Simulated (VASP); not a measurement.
# TiO (P6_3/mmc) in VASP: further runs

Aim: see how the results for TiO move with the level of theory and the settings. Levels: r2SCAN, PBEsol, PBEsol+D3(BJ). Tasks: single point, relaxation of cell and atoms.

Program: VASP 6.6.1. These are calculated values, not measurements. Logs are shortened: lines on timing, memory, paths and dates and some standing lists are left out, and cuts for length are marked.

## (1) The cell of the first run

It takes space group P6_3/mmc (No. 194, hexagonal). Conventional cell: a = 2.826 Å, b = 2.826 Å, c = 5.541 Å, α = 90.00°, β = 90.00°, γ = 120.00°. Within 2.9 Å of Ti (site symmetry -6m2) lie 6 O at 2.14 Å and 6 Ti at 2.83 Å. O (site symmetry -3m) has 6 Ti at 2.14 Å and 8 O at 2.77 to 2.83 Å within 2.9 Å.

## (2) Single point, r2SCAN

File POSCAR:

```
TiO
1.0
    2.8263326903      0.0000000000      0.0000000000
   -1.4131663452      2.4476759093      0.0000000000
    0.0000000000      0.0000000000      5.5411476841
Ti O
2 2
Direct
    0.3333333333      0.6666666667      0.2500000000
    0.6666666667      0.3333333333      0.7500000000
    0.0000000000      0.0000000000      0.0000000000
    0.0000000000      0.0000000000      0.5000000000
```

File INCAR.step1:

```
PREC = Accurate ; ENCUT = 520
ISMEAR = 0 ; SIGMA = 0.1
LREAL = F ; LASPH = T
NELM = 60 ; NBANDS = 26
GGA = PE ; ALGO = Normal
EDIFF = 1E-4 ; LWAVE = T
LCHARG = F
```

File INCAR.step2:

```
PREC = Accurate ; ENCUT = 520
EDIFF = 1E-7 ; ISMEAR = 0
SIGMA = 0.1 ; LREAL = F
LASPH = T ; NELM = 60
ALGO = Normal ; ISIF = 2
LWAVE = F ; LCHARG = F
METAGGA = R2SCAN ; LMIXTAU = T
NBANDS = 26 ; ISTART = 1
```

File KPOINTS:

```
Automatic mesh
0
Gamma
  18 18 8
```

Potentials or basis: VASP PAW PBE potentials, release 64 (Ti_sv, O).

The run is started by

```console
> cat potpaw_PBE.64/Ti_sv/POTCAR potpaw_PBE.64/O/POTCAR > POTCAR
> cp INCAR.step1 INCAR
> mpirun -np 1 vasp_std > vasp.out
> cp INCAR.step2 INCAR
> mpirun -np 1 vasp_std > vasp.out
```

OUTCAR:

```text
PREC = Accurate
   ENCUT = 520
   EDIFF = 1E-7
   ISMEAR = 0
   LREAL = F
   LASPH = T
   NELM = 60
   ISIF = 2
   METAGGA = R2SCAN
   ISTART = 1

 ion  position               nearest neighbor table
   1  0.333  0.667  0.250-   3 2.14   4 2.14   3 2.14   4 2.14   3 2.14   4 2.14
   2  0.667  0.333  0.750-   3 2.14   4 2.14   3 2.14   4 2.14   3 2.14   4 2.14
   3  0.000  0.000  0.000-   1 2.14   2 2.14   1 2.14   2 2.14   2 2.14   1 2.14
   4  0.000  0.000  0.500-   1 2.14   2 2.14   1 2.14   2 2.14   2 2.14   1 2.14

  LATTYP: Found a hexagonal cell.
 ALAT       =     2.8263326903
 C/A-ratio  =     1.9605433228

  Lattice vectors:

 A1 = (   2.8263326903,   0.0000000000,   0.0000000000)
 A2 = (  -1.4131663452,   2.4476759093,   0.0000000000)
 A3 = (   0.0000000000,   0.0000000000,   5.5411476841)

Analysis of symmetry for initial positions (statically):
=====================================================================
 Subroutine PRICEL returns:
 Original cell was already a primitive cell.

 Routine SETGRP: Setting up the symmetry group for a
 hexagonal supercell.

 Subroutine GETGRP returns: Found 24 space group operations
 (whereof 12 operations were pure point group operations)
 out of a pool of 24 trial point group operations.

The static configuration has the point symmetry D_3d.
 The point group associated with its full space group is D_6h.

Analysis of symmetry for dynamics (positions and initial velocities):
=====================================================================
 Subroutine PRICEL returns:
 Original cell was already a primitive cell.

 Routine SETGRP: Setting up the symmetry group for a
 hexagonal supercell.

 Subroutine GETGRP returns: Found 24 space group operations
 (whereof 12 operations were pure point group operations)
 out of a pool of 24 trial point group operations.

The dynamic configuration has the point symmetry D_3d.
 The point group associated with its full space group is D_6h.

 Subroutine INISYM returns: Found 24 space group operations
 (whereof 12 operations are pure point group operations),
 and found     1 'primitive' translations

----------------------------------------------------------------------------------------

                                     Primitive cell

  volume of cell :      38.3334

  direct lattice vectors                    reciprocal lattice vectors
     2.826332690  0.000000000  0.000000000     0.353815389  0.204275410  0.000000000
    -1.413166345  2.447675909  0.000000000     0.000000000  0.408550820  0.000000000
     0.000000000  0.000000000  5.541147684     0.000000000  0.000000000  0.180468029

  length of vectors
     2.826332690  2.826332690  5.541147684     0.408550820  0.408550820  0.180468029

  position of ions in fractional coordinates (direct lattice)
     0.333333333  0.666666667  0.250000000
     0.666666667  0.333333333  0.750000000
     0.000000000  0.000000000  0.000000000
     0.000000000  0.000000000  0.500000000

  ion indices of the primitive-cell ions
   primitive index   ion index
                 1           1
                 2           2
                 3           3
                 4           4

----------------------------------------------------------------------------------------

 KPOINTS: Automatic mesh

Automatic generation of k-mesh.
 Grid dimensions read from file:
 generate k-points for:   18   18    8

 Generating k-lattice:

  Cartesian coordinates                     Fractional coordinates (reciprocal lattice)
     0.019656410  0.011348634  0.000000000     0.055555556  0.000000000  0.000000000
     0.000000000  0.022697268  0.000000000     0.000000000  0.055555556  0.000000000
     0.000000000  0.000000000  0.022558504     0.000000000  0.000000000  0.125000000

  Length of vectors
     0.022697268  0.022697268  0.022558504

  Shift w.r.t. Gamma in fractional coordinates (k-lattice)
     0.000000000  0.000000000  0.000000000

 Subroutine IBZKPT returns following result:
 ===========================================

 Found    185 irreducible k-points:

 Following reciprocal coordinates:
            Coordinates               Weight
  0.000000  0.000000  0.000000      1.000000
  0.055556  0.000000  0.000000      6.000000
  0.111111  0.000000  0.000000      6.000000
  0.166667  0.000000  0.000000      6.000000
  0.222222  0.000000  0.000000      6.000000
  0.277778  0.000000  0.000000      6.000000
[... 16 lines left out ...]
  0.333333  0.111111  0.000000     12.000000
  0.388889  0.111111  0.000000     12.000000
 [... further k-points ...]
   k-points           NKPTS =    185   k-points in BZ     NKDIM =    185   number of bands    NBANDS=     26
   number of dos      NEDOS =    301   number of ions     NIONS =      4
   total plane-waves  NPLWV =  24192
   dimension x,y,z NGX =    24 NGY =   24 NGZ =   42
   dimension x,y,z NGXF=    48 NGYF=   48 NGZF=   84
   ions per type =               2   2
[... 66 lines left out ...]
 Fermi energy:        11.6399088194

 k-point     1 :       0.0000    0.0000    0.0000
  band No.  band energies     occupation
      1     -48.5118      2.00000
      2     -48.4651      2.00000
      3     -24.2345      2.00000
      4     -23.7100      2.00000
      5     -23.3206      2.00000
      6     -23.3206      2.00000
[... 18 lines left out ...]
     25      13.6162      0.00000
     26      14.9891      0.00000

 k-point     2 :       0.0556    0.0000    0.0000
  band No.  band energies     occupation
      1     -48.5077      2.00000
      2     -48.4616      2.00000
      3     -24.2240      2.00000
      4     -23.7082      2.00000
      5     -23.3463      2.00000
      6     -23.3325      2.00000
[... 18 lines left out ...]
     25      13.6731      0.00000
     26      14.8513      0.00000

 k-point     3 :       0.1111    0.0000    0.0000
  band No.  band energies     occupation
      1     -48.4959      2.00000
      2     -48.4518      2.00000
      3     -24.1934      2.00000
      4     -23.7029      2.00000
      5     -23.4234      2.00000
      6     -23.4003      2.00000
[... 18 lines left out ...]
     25      14.1988      0.00000
     26      14.5254      0.00000

 k-point     4 :       0.1667    0.0000    0.0000
  band No.  band energies     occupation
      1     -48.4776      2.00000
      2     -48.4367      2.00000
      3     -24.1456      2.00000
      4     -23.6955      2.00000
      5     -23.5425      2.00000
      6     -23.5002      2.00000
[... 18 lines left out ...]
     25      14.1496      0.00000
     26      14.9424      0.00000

 k-point     5 :       0.2222    0.0000    0.0000
  band No.  band energies     occupation
      1     -48.4549      2.00000
      2     -48.4183      2.00000
      3     -24.0850      2.00000
      4     -23.6879      2.00000
      5     -23.6865      2.00000
      6     -23.6204      2.00000
[... 18 lines left out ...]
     25      14.0460      0.00000
     26      15.1262      0.00000

 k-point     6 :       0.2778    0.0000    0.0000
  band No.  band energies     occupation
      1     -48.4304      2.00000
      2     -48.3989      2.00000
      3     -24.0171      2.00000
      4     -23.8364      2.00000
      5     -23.7463      2.00000
      6     -23.6826      2.00000
[... 427 lines left out ...]
 k-point    21 :       0.2222    0.1111    0.0000
  band No.  band energies     occupation
      1     -48.4229      2.00000
      2     -48.3930      2.00000
      3     -23.9964      2.00000
      4     -23.8473      2.00000
      5     -23.7659      2.00000
      6     -23.6808      2.00000
[... 18 lines left out ...]
     25      14.5125      0.00000
     26      15.0798      0.00000

 k-point    22 :       0.2778    0.1111    0.0000
  band No.  band energies     occupation
      1     -48.4006      2.00000
      2     -48.3762      2.00000
      3     -23.9683      2.00000
      4     -23.9310      2.00000
      5     -23.8634      2.00000
      6     -23.6809      2.00000
[... 18 lines left out ...]
     25      14.8963      0.00000
     26      15.2145      0.00000

 k-point    23 :       0.3333    0.1111    0.0000
  band No.  band energies     occupation
      1     -48.3819      2.00000
      2     -48.3631      2.00000
      3     -24.0652      2.00000
      4     -23.9420      2.00000
      5     -23.8712      2.00000
      6     -23.6870      2.00000
[... 18 lines left out ...]
     25      15.1994      0.00000
     26      15.3767      0.00000

 k-point    24 :       0.3889    0.1111    0.0000
  band No.  band energies     occupation
      1     -48.3691      2.00000
      2     -48.3550      2.00000
      3     -24.1277      2.00000
      4     -23.9929      2.00000
      5     -23.8249      2.00000
      6     -23.6982      2.00000
[... 18 lines left out ...]
     25      15.3591      0.00000
     26      15.5394      0.00000

 [... further k-points ...]

------------------------ aborting loop because EDIFF is reached ----------------------------------------

  FORCE on cell =-STRESS in cart. coord.  units (eV):
  Direction    XX          YY          ZZ          XY          YZ          ZX
  --------------------------------------------------------------------------------------
  -------------------------------------------------------------------------------------
  Total        0.4054189      0.4054189      0.5119203     -0.0000000      0.0000000     -0.0000000
  in kB       16.9448485     16.9448485     21.3961674     -0.0000000      0.0000000     -0.0000000
  external PRESSURE =      18.4286215 kB  Pullay stress =       0.0000000 kB

 VOLUME and BASIS-vectors are now :
 -----------------------------------------------------------------------------
  energy-cutoff  :      520.00
  volume of cell :       38.33
      direct lattice vectors                 reciprocal lattice vectors
     2.826332690  0.000000000  0.000000000     0.353815389  0.204275410  0.000000000
    -1.413166345  2.447675909  0.000000000     0.000000000  0.408550820  0.000000000
     0.000000000  0.000000000  5.541147684     0.000000000  0.000000000  0.180468029

 POSITION                                       TOTAL-FORCE (eV/Angst)
 -----------------------------------------------------------------------------------
     -0.00000      1.63178      1.38529         0.000000      0.000000      0.000000
      1.41317      0.81589      4.15586        -0.000000      0.000000      0.000000
      0.00000      0.00000      0.00000        -0.000000      0.000000      0.000000
      0.00000      0.00000      2.77057        -0.000000      0.000000      0.000000
 -----------------------------------------------------------------------------------
    total drift:                               -0.000000      0.000000     -0.000000

  FREE ENERGIE OF THE ION-ELECTRON SYSTEM (eV)
  ---------------------------------------------------
  free  energy   TOTEN  =       -48.6468514988 eV

  energy  without entropy=      -48.6452563617  energy(sigma->0) =      -48.64605393
```

Run time: 5.6 min. Hardware: 1 thread of Intel Xeon 6975P-C (Granite Rapids), shared host; peak memory 0.28 GiB.

What came out:

| Item | Value |
| --- | --- |
| Free energy | -48.6469 eV |
| Pressure | 1.8 GPa |
| Band gap on the k mesh | zero (bands 18 and 19 overlap by 0.04 eV) |

Caveat: the PAW data sets were made with another functional, which shifts forces and pressure a little; semilocal functionals often make such compounds metallic where correlation or magnetic order opens a gap, which also shifts bond lengths.

## (3) Relaxation of cell and atoms, PBEsol

This run uses another cell than the first one, of 9.80 Å³/atom.

File INCAR:

```
PREC = Accurate
ENCUT = 600
EDIFF = 1E-6
ISMEAR = 0
SIGMA = 0.1
LREAL = False
LASPH = True
NELM = 80
ALGO = Normal
ISIF = 3
LWAVE = False
LCHARG = False
GGA = PS
IBRION = 2
NSW = 80
EDIFFG = -0.01
```

File KPOINTS:

```
regular mesh
0
Gamma
  18 18 8
```

File POSCAR:

```
TiO
1.0
    2.8516080131      0.0000000000      0.0000000000
   -1.4258040066      2.4695649810      0.0000000000
    0.0000000000      0.0000000000      5.5675030000
Ti O
2 2
Direct
    0.3333333333      0.6666666667      0.2500000000
    0.6666666667      0.3333333333      0.7500000000
    0.0000000000      0.0000000000      0.0000000000
    0.0000000000      0.0000000000      0.5000000000
```

Potentials or basis: VASP PAW PBE potentials, release 64 (Ti_sv, O).

The run is started by

```console
> cat potpaw_PBE.64/Ti_sv/POTCAR potpaw_PBE.64/O/POTCAR > POTCAR
> mpirun -np 1 vasp_std > vasp.out
```

It took 5.1 min on 1 thread of Intel Xeon 6975P-C (Granite Rapids), shared host; peak memory 0.3 GiB.

It converged, with:

| Property | Result |
| --- | --- |
| Free energy | -37.4111 eV |
| Relaxed volume | 9.40 Å³/atom |
| Relaxed cell | a = 2.820 Å, b = 2.820 Å, c = 5.461 Å, α = 90.00°, β = 90.00°, γ = 120.00° |
| Space group after relaxing (to 0.1 Å) | P6_3/mmc (No. 194) |
| Energy gained by relaxing | 12.6 meV/atom |
| Ionic steps | 6 |
| Pressure after relaxing | 0.1 GPa |
| Band gap on the k mesh | zero (bands 18 and 19 overlap by 0.29 eV) |

The path:
```tsv
step	energy change (eV)	largest force (eV/Å)	pressure (GPa)	volume (Å³)
1	0.0000	0.0000	-9.49	39.21
2	0.0098	0.0000	12.33	36.00
3	-0.0498	0.0000	0.01	37.63
4	-0.0498	0.0000	0.20	37.60
5	-0.0502	0.0000	0.17	37.61
6	-0.0502	0.0000	0.11	37.61
```

Final structure:
```yaml
crystal:
  lattice:
    - [2.82003, 0.00000, 0.00000]
    - [-1.41002, 2.44222, 0.00000]
    - [0.00000, 0.00000, 5.46094]
  atoms:
    - { symbol: Ti, position: [0.33333, 0.66667, 0.25000] }
    - { symbol: Ti, position: [0.66667, 0.33333, 0.75000] }
    - { symbol: O, position: [0.00000, 0.00000, 0.00000] }
    - { symbol: O, position: [0.00000, 0.00000, 0.50000] }
```

Levels at points of the mesh, in eV from the Fermi level:
```tsv
k point	band 16	band 17	band 18	band 19	band 20	band 21
(0.00, 0.00, 0.00)	-5.45	-2.13	-0.28	-0.28	0.06	0.75
(0.50, 0.00, 0.00)	-5.77	-2.97	0.01	0.71	1.47	2.12
(0.00, 0.00, 0.50)	-5.94	-0.61	-0.61	0.63	0.63	0.63
(0.50, 0.00, 0.50)	-6.47	-1.45	-1.45	1.93	1.93	2.20
```

Caveat: the PAW data sets were made with another functional, which shifts forces and pressure a little; semilocal functionals often make such compounds metallic where correlation or magnetic order opens a gap, which also shifts bond lengths.

## (4) Relaxation of cell and atoms, PBEsol+D3(BJ)

This run uses another cell than the first one, of 9.80 Å³/atom.

File INCAR:

```
  ALGO = Normal
  EDIFF = 1E-6
  EDIFFG = -0.01
  ENCUT = 600
  GGA = PS
  IBRION = 2
  ISIF = 3
  ISMEAR = 0
  IVDW = 12
  LASPH = True
  LCHARG = False
  LREAL = False
  LWAVE = False
  NELM = 60
  NSW = 80
  PREC = Accurate
  SIGMA = 0.1
```

File KPOINTS:

```
k-points
0
Gamma
  18 18 8
```

POSCAR is that of step 3.

The run is started by

```console
> cat potpaw_PBE.64/Ti_sv/POTCAR potpaw_PBE.64/O/POTCAR > POTCAR
> mpirun -np 1 vasp_std > vasp.out
```

Wall time 5.3 min (1 thread of Intel Xeon 6975P-C (Granite Rapids), shared host); peak memory 0.32 GiB.

Results (log left out):

| Item | Value |
| --- | --- |
| Free energy | -39.0054 eV |
| Relaxed volume | 9.16 Å³/atom |
| Relaxed cell | a = 2.795 Å, b = 2.795 Å, c = 5.414 Å, α = 90.00°, β = 90.00°, γ = 120.00° |
| Space group after relaxing (to 0.1 Å) | P6_3/mmc (No. 194) |
| Energy gained by relaxing | 34.0 meV/atom |
| Ionic steps | 6 |
| Pressure after relaxing | 0.1 GPa |
| Band gap on the k mesh | zero (bands 18 and 19 overlap by 0.33 eV) |
| Dispersion energy per atom | -0.404 eV |

Step by step:
| step | energy change (eV) | largest force (eV/Å) | pressure (GPa) | volume (Å³) |
| --- | --- | --- | --- | --- |
| 1 | 0.0000 | 0.0000 | -15.76 | 39.21 |
| 2 | 0.0480 | 0.0000 | 23.87 | 33.99 |
| 3 | -0.1358 | 0.0000 | -0.23 | 36.66 |
| 4 | -0.1358 | 0.0000 | 0.13 | 36.61 |
| 5 | -0.1362 | 0.0000 | 0.13 | 36.62 |
| 6 | -0.1362 | 0.0000 | 0.08 | 36.62 |

Final structure:
```cif
data_structure
_symmetry_space_group_name_H-M 'P 1'
_symmetry_Int_Tables_number 1
_cell_length_a 2.7949
_cell_length_b 2.7949
_cell_length_c 5.4136
_cell_angle_alpha 90.000
_cell_angle_beta 90.000
_cell_angle_gamma 120.000
_cell_volume 36.62
loop_
_atom_site_label
_atom_site_type_symbol
_atom_site_fract_x
_atom_site_fract_y
_atom_site_fract_z
_atom_site_occupancy
Ti1 Ti 0.33333 0.66667 0.25000 1
Ti2 Ti 0.66667 0.33333 0.75000 1
O1 O 0.00000 0.00000 0.00000 1
O2 O 0.00000 0.00000 0.50000 1
```

Levels at points of the mesh, in eV from the Fermi level:
| k point | band 16 | band 17 | band 18 | band 19 | band 20 | band 21 |
| --- | --- | --- | --- | --- | --- | --- |
| (0.00, 0.00, 0.00) | -5.54 | -2.20 | -0.31 | -0.31 | 0.07 | 0.76 |
| (0.50, 0.00, 0.00) | -5.87 | -3.07 | 0.02 | 0.75 | 1.51 | 2.21 |
| (0.00, 0.00, 0.50) | -6.07 | -0.63 | -0.63 | 0.65 | 0.65 | 0.65 |
| (0.50, 0.00, 0.50) | -6.61 | -1.49 | -1.49 | 2.03 | 2.03 | 2.28 |

Caveat: the PAW data sets were made with another functional, which shifts forces and pressure a little; semilocal functionals often make such compounds metallic where correlation or magnetic order opens a gap, which also shifts bond lengths.

## (5) The runs side by side

```csv
task,level,cell,cutoff (eV),gap on the mesh (eV),pressure (GPa),relaxed volume (Å³/atom)
single point,r2SCAN,"a = 2.826, b = 2.826, c = 5.541 Å, angles 90.0, 90.0, 120.0°, 4 atoms",520,none,1.8,-
relaxation of cell and atoms,PBEsol,"relaxed from a = 2.852, b = 2.852, c = 5.568 Å, angles 90.0, 90.0, 120.0°, 4 atoms",600,none,0.1,9.40
relaxation of cell and atoms,PBEsol+D3(BJ),"relaxed from a = 2.852, b = 2.852, c = 5.568 Å, angles 90.0, 90.0, 120.0°, 4 atoms",600,none,0.1,9.16
```

Alike in all rows: potentials or basis VASP PAW PBE potentials, release 64 (Ti_sv, O); no spin polarisation; k mesh 18 × 18 × 8; smearing gaussian 0.1 eV.

Caveats: the PAW data sets were made with another functional, which shifts forces and pressure a little; semilocal functionals often make such compounds metallic where correlation or magnetic order opens a gap, which also shifts bond lengths.

Total energies depend on the potentials used, so only differences within one code and one set of settings carry meaning.
